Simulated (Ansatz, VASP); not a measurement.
# AlSi23HO48 in VASP and in Ansatz

```
Si O Al H
1.0
     9.83160    0.00000    0.00000
    -4.91580    8.51441    0.00000
     0.00000    0.00000   10.81820
Si O Al H
23 48 1 1
Direct
  0.27079 0.00015 0.16023
  0.00311 0.27388 0.33726
  0.22577 0.23272 0.00106
  0.26626 0.99635 0.66158
  0.99733 0.26954 0.83715
  0.23246 0.22407 0.49660
  0.26838 0.50202 0.16888
  0.00460 0.77041 0.33325
  0.23075 0.72808 0.99527
  0.99830 0.76606 0.83163
  0.23774 0.73554 0.49726
  0.76902 0.00998 0.16579
  0.49877 0.26303 0.32820
  0.72711 0.23496 0.99833
  0.76994 0.00285 0.66561
  0.48972 0.26907 0.82993
  0.73085 0.23360 0.50056
  0.76876 0.50191 0.16919
  0.50087 0.77287 0.33079
  0.74444 0.74466 0.00645
  0.75748 0.50063 0.66414
  0.50876 0.77017 0.84005
  0.73678 0.74008 0.49528
  0.06700 0.20146 0.44238
  0.29337 0.36357 0.11091
  0.14244 0.43808 0.28162
  0.20473 0.06878 0.05358
  0.35637 0.28341 0.38113
  0.43744 0.13642 0.21519
  0.05727 0.20094 0.95008
  0.30109 0.34612 0.60882
  0.13444 0.43353 0.78725
  0.20073 0.05380 0.54667
  0.35299 0.29618 0.88785
  0.42709 0.13776 0.72148
  0.07156 0.71361 0.44681
  0.30131 0.86718 0.09818
  0.14159 0.93030 0.27060
  0.20289 0.56748 0.05903
  0.36420 0.80360 0.38312
  0.43535 0.64070 0.22163
  0.06615 0.70237 0.94070
  0.30415 0.86412 0.61004
  0.13527 0.92727 0.77156
  0.21527 0.57371 0.54738
  0.35596 0.77876 0.88022
  0.45522 0.62068 0.73690
  0.56746 0.20103 0.43809
  0.79211 0.36397 0.10917
  0.63540 0.43190 0.27653
  0.69824 0.06889 0.05457
  0.86991 0.30558 0.39763
  0.93027 0.15143 0.22209
  0.56573 0.21551 0.93992
  0.77804 0.35689 0.61509
  0.61637 0.44059 0.76892
  0.70681 0.06948 0.55560
  0.85424 0.29268 0.88760
  0.93113 0.13755 0.72655
  0.57139 0.71435 0.44206
  0.80850 0.87856 0.11256
  0.63890 0.93752 0.27499
  0.71264 0.57825 0.06095
  0.86704 0.80139 0.38565
  0.93444 0.63426 0.22733
  0.57715 0.71789 0.95441
  0.79784 0.86549 0.60931
  0.63403 0.92975 0.77281
  0.70533 0.57295 0.55080
  0.86631 0.80038 0.89095
  0.92055 0.63170 0.72558
  0.26001 0.48562 0.66354
  0.51011 0.56375 0.74823
```

Alike in both runs: task single point; functional PBE; dispersion D3(BJ); k mesh 1 × 1 × 1; occupations gaussian, width 0.02 eV; no spin polarisation.

```csv
,VASP,Ansatz
version,VASP 6.6.1,Ansatz 0.2.0
potentials or method,"VASP PAW PBE potentials, release 64 (Si, O, Al, H)","scalar-relativistic, plane waves, PAW"
plane-wave cutoff (eV),520,420
valence electrons in the cell,384,384
```

```csv
,VASP,Ansatz,Ansatz less VASP
gap on the k mesh at the Fermi level (eV),5.40,5.40,+0.004
least direct gap on the mesh (eV),5.40,5.40,+0.004
```
